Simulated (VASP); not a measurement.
Here is a VASP 6.6.1 calculation.

The input INCAR:

```
SYSTEM = Ti
ALGO     = Normal         ! electronic algorithm
EDIFF    = 1E-7           ! SCF threshold, eV
ENCUT    = 520            ! plane-wave cutoff, eV
GGA      = PS             ! functional
ISIF     = 2              ! what is computed and relaxed
ISMEAR   = -1             ! smearing method
LASPH    = .True.         ! aspherical terms in the spheres
LCHARG   = .False.        ! write CHGCAR
LREAL    = .False.        ! projectors in reciprocal space
LWAVE    = .False.        ! write WAVECAR
NBANDS   = 25             ! bands
NELM     = 60             ! most SCF steps
PREC     = Accurate       ! precision mode
SIGMA    = 0.1            ! smearing width, eV
```

The input KPOINTS:

```
k-points
0
Gamma
  9 9 12
  0 0 0
```

POSCAR

```
Ti
1.0
    4.8300000000      0.0000000000      0.0000000000
   -2.4150000000      4.1829027030      0.0000000000
    0.0000000000      0.0000000000      2.8200000000
Ti
3
Direct
    0.0000000000      0.0000000000      0.0000000000
    0.3333333333      0.6666666667      0.5000000000
    0.6666666667      0.3333333333      0.5000000000
```

Potentials or basis: VASP PAW PBE potentials, release 64 (Ti_sv).

Command:

```bash
$ cat potpaw_PBE.64/Ti_sv/POTCAR > POTCAR
$ mpirun -np 1 vasp_std > vasp.out
```

(1) Predict the band gap on the k mesh.

(2) Predict the pressure.

Results:

(1) zero (bands 18 and 19 overlap by 0.37 eV).

(2) -12.8 GPa.

Caveat: the stress differs along the axes, from -15 to -8 GPa; the PAW data sets were made with another functional, which shifts forces and pressure a little.
